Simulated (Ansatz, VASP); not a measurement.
One calculation of Ge2Sb2O, two programs

```
Ge Sb O
1.0
     4.83761    0.00000    0.00000
    -2.41881    4.18950    0.00000
     0.00000    0.00000    5.75582
Ge Sb O
2 2 1
Direct
  0.33333 0.66667 0.00000
  0.66667 0.33333 0.00000
  0.33333 0.66667 0.50000
  0.66667 0.33333 0.50000
  0.00000 0.00000 0.00000
```

Alike in both runs: functional PBE; k mesh 6 × 6 × 4; occupations gaussian, width 0.1 eV; no spin polarisation.

Ansatz relaxed the structure, and its values are those at the end. VASP's run is a single point on that final structure, the one shown.

|  | VASP | Ansatz |
| --- | --- | --- |
| version | VASP 6.6.1 | Ansatz 0.2.0 |
| potentials or method | VASP PAW PBE potentials, release 64 (Ge_d, Sb, O), cutoff 600 eV | scalar-relativistic, plane waves, PAW |
| valence electrons in the cell | 44 | 64 |

```csv
,VASP,Ansatz,Ansatz less VASP
gap on the k mesh at the Fermi level (eV),none,none,-
pressure (GPa),0.0,0.0,-0.03
```

A gap of «none» marks a metal or a gap that the smearing closes. VASP's potentials hold 44 valence electrons a cell and Ansatz's 64, so a difference there can come from the potentials and not from the codes.

Neither program's run includes spin-orbit coupling.
